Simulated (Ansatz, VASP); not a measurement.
Given: the input of a run of Ansatz 0.2.0 on Pb.

Contents of input.yaml:

```yaml
crystal:
  lattice:
    - [0.0, 3.3687966822, 3.3687966822]
    - [3.3687966822, 0.0, 3.3687966822]
    - [3.3687966822, 3.3687966822, 0.0]
  atoms:
    - { symbol: Pb, position: [0.25, 0.25, 0.25] }
    - { symbol: Pb, position: [0.0, 0.0, 0.0] }
kpoints:
  mp_grid: { grid: [7, 7, 7] }
scf:
  occupations: { method: fermi_dirac, width: 0.05 }
hamiltonian:
  xc: lda
  pseudopotentials: { kind: all_electron, lapw: { basis_error: 0.001 } }
output:
  forces: true
  stress: true
  eigenvalues: true
```

Potentials or basis: all-electron LAPW, scalar-relativistic.

The run is started by

```sh
$ ansatz run input.yaml --threads 1 --pin off --max-ram 3072MiB --backend cpu --events-out ev --progress --plain --runs-dir out
```

Set up the same calculation for VASP 6.6.1. Potentials there: VASP PAW LDA potentials, release 64 (Pb_d).

As run (the cutoff follows the program's own potentials):

The input INCAR:

```
SYSTEM = Pb
PREC     = Accurate       ! precision mode
ENCUT    = 520            ! plane-wave cutoff, eV
EDIFF    = 1E-6           ! SCF threshold, eV
ISMEAR   = -1             ! smearing method
SIGMA    = 0.05           ! smearing width, eV
LREAL    = .False.        ! projectors in reciprocal space
LASPH    = .True.         ! aspherical terms in the spheres
NELM     = 80             ! most SCF steps
ALGO     = Fast           ! electronic algorithm
ISIF     = 2              ! what is computed and relaxed
LWAVE    = .False.        ! write WAVECAR
LCHARG   = .False.        ! write CHGCAR
NBANDS   = 21             ! bands
```

File KPOINTS:

```
Automatic mesh
0
Gamma
  7 7 7
  0 0 0
```

The input POSCAR:

```
Pb
1.0
    0.0000000000      3.3687966822      3.3687966822
    3.3687966822      0.0000000000      3.3687966822
    3.3687966822      3.3687966822      0.0000000000
Pb
2
Direct
    0.2500000000      0.2500000000      0.2500000000
    0.0000000000      0.0000000000      0.0000000000
```

Potentials or basis: VASP PAW LDA potentials, release 64 (Pb_d).

Command:

```bash
$ cat potpaw_LDA.64/Pb_d/POTCAR > POTCAR
$ mpirun -np 1 vasp_std > vasp.out
```

Both were run:

|  | VASP | Ansatz | Ansatz less VASP |
| --- | --- | --- | --- |
| gap on the k mesh at the Fermi level (eV) | none | none | - |
| pressure (GPa) | 1.5 | 1.5 | -0.05 |

LDA's correlation is that of Perdew and Zunger in VASP and of Perdew and Wang (1992) in Ansatz. A gap of «none» marks a metal or a gap that the smearing closes. Ansatz ran all-electron here, and VASP with PAW potentials.

Neither program's run includes spin-orbit coupling.
